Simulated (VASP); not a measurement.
# AlAs (gw) (I-4m2) in VASP: single point with PBEsol

Aim: the single point of AlAs (gw) with PBEsol.

Everything below comes from runs of VASP 6.6.1. Logs are shortened: lines on timing, memory, paths and dates and some standing lists are left out, and cuts for length are marked.

**1. The cell of the first run**

It takes space group I-4m2 (No. 119, tetragonal). The conventional cell has a = 3.993 Å, b = 3.993 Å, c = 5.760 Å, α = 90.00°, β = 90.00°, γ = 90.00°. Al (site symmetry -4m2) has 4 As at 2.46 Å within 3.2 Å. Within 3.2 Å of As (site symmetry -4m2) lie 4 Al at 2.46 Å.

**2. Single point, PBEsol**

Input file INCAR:

```
SYSTEM = AlAs
PREC = Accurate ; ENCUT = 500
EDIFF = 1E-6 ; ISMEAR = 0
SIGMA = 0.01 ; LREAL = .False.
LASPH = .True. ; NELM = 120
ALGO = Normal ; ISIF = 2
LWAVE = .False. ; LCHARG = .False.
GGA = PS ; NBANDS = 11
GGA_COMPAT = .False.
```

Input file KPOINTS:

```
regular mesh
0
Gamma
  4 4 4
  0 0 0
```

Input file POSCAR:

```
AlAs
1.0
    0.0000000000      2.8232019188      2.8798585069
    2.8232019188      0.0000000000      2.8798585069
    2.8232019188      2.8232019188      0.0000000000
Al As
1 1
Direct
    0.0000000000      0.0000000000      0.0000000000
    0.2500000000      0.2500000000      0.2500000000
```

Potentials or basis: VASP PAW PBE potentials, release 64 (Al, As).

The run is started by

```console
cat potpaw_PBE.64/Al/POTCAR potpaw_PBE.64/As/POTCAR > POTCAR
mpirun -np 1 vasp_std > vasp.out
```

OUTCAR:

```text
SYSTEM = AlAs
   PREC = Accurate
   ENCUT = 500
   EDIFF = 1E-6
   ISMEAR = 0
   LREAL = .False.
   LASPH = .True.
   NELM = 120
   ISIF = 2
   GGA = PS

 ion  position               nearest neighbor table
   1  0.000  0.000  0.000-   2 2.46   2 2.46   2 2.46   2 2.46
   2  0.250  0.250  0.250-   1 2.46   1 2.46   1 2.46   1 2.46

  LATTYP: Found a body centered tetragonal cell.
 ALAT       =     3.9926104429
 C/A-ratio  =     1.4425942867

  Lattice vectors:

 A1 = (  -2.8232019188,   0.0000000000,   2.8798585069)
 A2 = (   2.8232019188,   0.0000000000,   2.8798585069)
 A3 = (   0.0000000000,   2.8232019188,  -2.8798585069)

Analysis of symmetry for initial positions (statically):
=====================================================================
 Subroutine PRICEL returns:
 Original cell was already a primitive cell.

 Routine SETGRP: Setting up the symmetry group for a
 body centered tetragonal supercell.

 Subroutine GETGRP returns: Found  8 space group operations
 (whereof  8 operations were pure point group operations)
 out of a pool of 16 trial point group operations.

The static configuration has the point symmetry D_2d.

Analysis of symmetry for dynamics (positions and initial velocities):
=====================================================================
 Subroutine PRICEL returns:
 Original cell was already a primitive cell.

 Routine SETGRP: Setting up the symmetry group for a
 body centered tetragonal supercell.

 Subroutine GETGRP returns: Found  8 space group operations
 (whereof  8 operations were pure point group operations)
 out of a pool of 16 trial point group operations.

The dynamic configuration has the point symmetry D_2d.

 Subroutine INISYM returns: Found  8 space group operations
 (whereof  8 operations are pure point group operations),
 and found     1 'primitive' translations

----------------------------------------------------------------------------------------

                                     Primitive cell

  volume of cell :      45.9076

  direct lattice vectors                    reciprocal lattice vectors
     0.000000000  2.823201919  2.879858507    -0.177103875  0.177103875  0.173619641
     2.823201919  0.000000000  2.879858507     0.177103875 -0.177103875  0.173619641
     2.823201919  2.823201919  0.000000000     0.177103875  0.177103875 -0.173619641

  length of vectors
     4.032871693  4.032871693  3.992610443     0.304754565  0.304754565  0.304754565

  position of ions in fractional coordinates (direct lattice)
     0.000000000  0.000000000  0.000000000
     0.250000000  0.250000000  0.250000000

  ion indices of the primitive-cell ions
   primitive index   ion index
                 1           1
                 2           2

----------------------------------------------------------------------------------------

 KPOINTS: regular mesh

Automatic generation of k-mesh.
 Grid dimensions read from file:
 generate k-points for:    4    4    4

 Generating k-lattice:

  Cartesian coordinates                     Fractional coordinates (reciprocal lattice)
    -0.044275969  0.044275969  0.043404910     0.250000000  0.000000000  0.000000000
     0.044275969 -0.044275969  0.043404910     0.000000000  0.250000000  0.000000000
     0.044275969  0.044275969 -0.043404910    -0.000000000 -0.000000000  0.250000000

  Length of vectors
     0.076188641  0.076188641  0.076188641

  Shift w.r.t. Gamma in fractional coordinates (k-lattice)
     0.000000000  0.000000000  0.000000000

 Subroutine IBZKPT returns following result:
 ===========================================

 Found     13 irreducible k-points:

 Following reciprocal coordinates:
            Coordinates               Weight
  0.000000  0.000000  0.000000      1.000000
  0.250000  0.000000  0.000000      8.000000
  0.500000  0.000000  0.000000      4.000000
  0.250000  0.250000  0.000000      2.000000
  0.500000  0.250000  0.000000      8.000000
 -0.250000  0.250000  0.000000      4.000000
  0.500000  0.500000  0.000000      1.000000
  0.250000  0.000000  0.250000      4.000000
  0.500000  0.000000  0.250000     16.000000
 -0.250000 -0.000000  0.250000      8.000000
 -0.250000  0.500000  0.250000      4.000000
  0.500000  0.000000  0.500000      2.000000
 -0.250000  0.250000  0.500000      2.000000
   k-points           NKPTS =     13   k-points in BZ     NKDIM =     13   number of bands    NBANDS=     11
   number of dos      NEDOS =    301   number of ions     NIONS =      2
   total plane-waves  NPLWV =  27000
   dimension x,y,z NGX =    30 NGY =   30 NGZ =   30
   dimension x,y,z NGXF=    60 NGYF=   60 NGZF=   60
   ions per type =               1   1
   NGX,Y,Z   is equivalent  to a cutoff of  12.37, 12.37, 12.49 a.u.
   NGXF,Y,Z  is equivalent  to a cutoff of  24.73, 24.73, 24.98 a.u.
 SYSTEM =  AlAs
   PREC   = accura    normal or accurate (medium, high low for compatibility)
   ISTART =      0    job   : 0-new  1-cont  2-samecut
   ICHARG =      2    charge: 1-file 2-atom 10-const
   ISPIN  =      1    spin polarized calculation?
   LNONCOLLINEAR =      F non collinear calculations
   LSORBIT =      F    spin-orbit coupling
   LASPH  =      T    aspherical Exc in radial PAW
   ENCUT  =  500.0 eV  36.75 Ry    6.06 a.u.   7.35  7.35  7.28*2*pi/ulx,y,z
   NELM   =    120;   NELMIN=  2; NELMDL= -5     # of ELM steps
   EDIFF  = 0.1E-05   stopping-criterion for ELM
   LREAL  =      F    real-space projection
   EDIFFG = 0.1E-04   stopping-criterion for IOM
   NSW    =      0    number of steps for IOM
   IBRION =     -1    ionic relax: 0-MD 1-quasi-New 2-CG
   NFREE  =      0    steps in history (QN), initial steepest desc. (CG)
   ISIF   =      2    stress and relaxation
   ISYM   =      2    0-nonsym 1-usesym 2-fastsym
   POTIM  = 0.5000    time-step for ionic-motion
   TEBEG  =    0.0;   TEEND  =   0.0 temperature during run
   PSTRESS=    0.0 pullay stress
   NELECT =       8.0000    total number of electrons
   NUPDOWN=      -1.0000    fix difference up-down
   EMIN   =  10.00;   EMAX   =-10.00  energy-range for DOS
   EFERMI =   0.00;   METHOD = LEGACY
   ISMEAR =     0;   SIGMA  =   0.01  broadening in eV -4-tet -1-fermi 0-gaus
   EFERMI_NEDOS =   21; number of points for ismear=-14 and -15
   IALGO  =     38    algorithm
   IMIX   =      4    mixing-type and parameters
     AMIX     =   0.40;   BMIX     =  1.00
     AMIX_MAG =   1.60;   BMIX_MAG =  1.00
  volume/ion in A,a.u.               =      22.95       154.90
  Fermi-wavevector in a.u.,A,eV,Ry     =   0.914415  1.727993 11.376567  0.836154
  Thomas-Fermi vector in A             =   2.039039
   LORBIT       =      0    0 simple, 1 ext, 2 COOP (PROOUT), +10 PAW based schemes
   GGA     = PS    functional components
   LHFCALC =     F    Hartree Fock is set to
   AEXX    =    0.0000 exact exchange contribution
   IVDW    =     0    specifies the selected vdW correction
   LEPSILON=     F    determine dielectric tensor
   LRPA    =     F    only Hartree local field effects (RPA)
 non-spin polarized calculation
 Gauss-broadening in eV      SIGMA  =   0.01
  energy-cutoff  :      500.00
  volume of cell :       45.91
 maximum number of plane-waves:      1179
 NGX is ok and might be reduce to    30
   NGX = 15   NGY = 15   NGZ = 15

 number of electron       8.0000000 magnetization

 Free energy of the ion-electron system (eV)
  ---------------------------------------------------
  ext. energy  EPLUGINS =         0.00000000
  ---------------------------------------------------
  free energy    TOTEN  =        -9.94262573 eV

  energy without entropy =       -9.94262573  energy(sigma->0) =       -9.94262573

 E-fermi :   3.8441     XC(G=0):  -9.1319

 val. band max:        3.7749611325   @ k =   0.0000   0.0000   0.0000
 cond. band min:       5.0188801171   @ k =   0.5000   0.0000   0.5000
 fundamental gap:      1.2439189845
 Fermi energy:         3.8440529723

 k-point     1 :       0.0000    0.0000    0.0000
  band No.  band energies     occupation
      1      -8.0787      2.00000
      2       3.6747      2.00000
      3       3.7750      2.00000
      4       3.7750      2.00000
      5       5.6113      0.00000
      6       7.9437      0.00000
      7       7.9437      0.00000
      8       7.9749      0.00000
      9      12.3584      0.00000
     10      12.4934      0.00000
     11      12.8620      0.00000

 k-point     2 :       0.2500    0.0000    0.0000
  band No.  band energies     occupation
      1      -7.5062      2.00000
      2       0.3410      2.00000
      3       3.2030      2.00000
      4       3.3240      2.00000
      5       6.2222      0.00000
      6       8.5322      0.00000
      7       8.6056      0.00000
      8      10.0384      0.00000
      9      11.9009      0.00000
     10      11.9876      0.00000
     11      12.9233      0.00000

 k-point     3 :       0.5000    0.0000    0.0000
  band No.  band energies     occupation
      1      -6.6709      2.00000
      2      -1.8278      2.00000
      3       2.8383      2.00000
      4       3.0006      2.00000
      5       5.7461      0.00000
      6       8.2641      0.00000
      7       8.4137      0.00000
      8      11.2753      0.00000
      9      14.6572      0.00000
     10      15.0735      0.00000
     11      15.2878      0.00000
[... 113 lines left out ...]
 k-point    12 :       0.5000    0.0000    0.5000
  band No.  band energies     occupation
      1      -6.1072      2.00000
      2      -1.6372      2.00000
      3       1.5279      2.00000
      4       1.5279      2.00000
      5       5.0189      0.00000
      6       5.8718      0.00000
      7      13.7016      0.00000
      8      14.0660      0.00000
      9      15.2965      0.00000
     10      16.0514      0.00000
     11      16.4008      0.00000

 k-point    13 :      -0.2500    0.2500    0.5000
  band No.  band energies     occupation
      1      -6.0786      2.00000
      2      -1.3115      2.00000
      3       0.5629      2.00000
      4       0.9066      2.00000
      5       7.8250      0.00000
      6       9.1349      0.00000
      7       9.1357      0.00000
      8       9.5235      0.00000
      9      14.4134      0.00000
     10      16.1681      0.00000
     11      16.3667      0.00000

------------------------ aborting loop because EDIFF is reached ----------------------------------------

  FORCE on cell =-STRESS in cart. coord.  units (eV):
  Direction    XX          YY          ZZ          XY          YZ          ZX
  --------------------------------------------------------------------------------------
  -------------------------------------------------------------------------------------
  Total        0.1638586      0.1638586     -0.1634478      0.0000000     -0.0000000      0.0000000
  in kB        5.7186662      5.7186662     -5.7043290      0.0000000     -0.0000000      0.0000000
  external PRESSURE =       1.9110012 kB  Pullay stress =       0.0000000 kB

 VOLUME and BASIS-vectors are now :
 -----------------------------------------------------------------------------
  energy-cutoff  :      500.00
  volume of cell :       45.91
      direct lattice vectors                 reciprocal lattice vectors
     0.000000000  2.823201919  2.879858507    -0.177103875  0.177103875  0.173619641
     2.823201919  0.000000000  2.879858507     0.177103875 -0.177103875  0.173619641
     2.823201919  2.823201919  0.000000000     0.177103875  0.177103875 -0.173619641

 POSITION                                       TOTAL-FORCE (eV/Angst)
 -----------------------------------------------------------------------------------
      0.00000      0.00000      0.00000        -0.000000     -0.000000      0.000000
      1.41160      1.41160      1.43993         0.000000      0.000000     -0.000000
 -----------------------------------------------------------------------------------
    total drift:                                0.000000      0.000000     -0.000000

  FREE ENERGIE OF THE ION-ELECTRON SYSTEM (eV)
  ---------------------------------------------------
  free  energy   TOTEN  =        -9.9426257312 eV

  energy  without entropy=       -9.9426257312  energy(sigma->0) =       -9.94262573
```

Wall time 13 s (1 thread of Intel Xeon 8259CL, shared host); peak memory 0.16 GiB.

Results:

```yaml
Free_energy: -9.9426 eV
Pressure: 0.2 GPa
Band_gap_on_the_k_mesh: 1.24 eV, indirect (least direct gap 1.84 eV)
```

Caveat: the k points lie up to 0.48 Å⁻¹ apart; the PAW data sets were made with another functional, which shifts forces and pressure a little. PBEsol gaps usually lie below the measured ones, often by a third to a half.
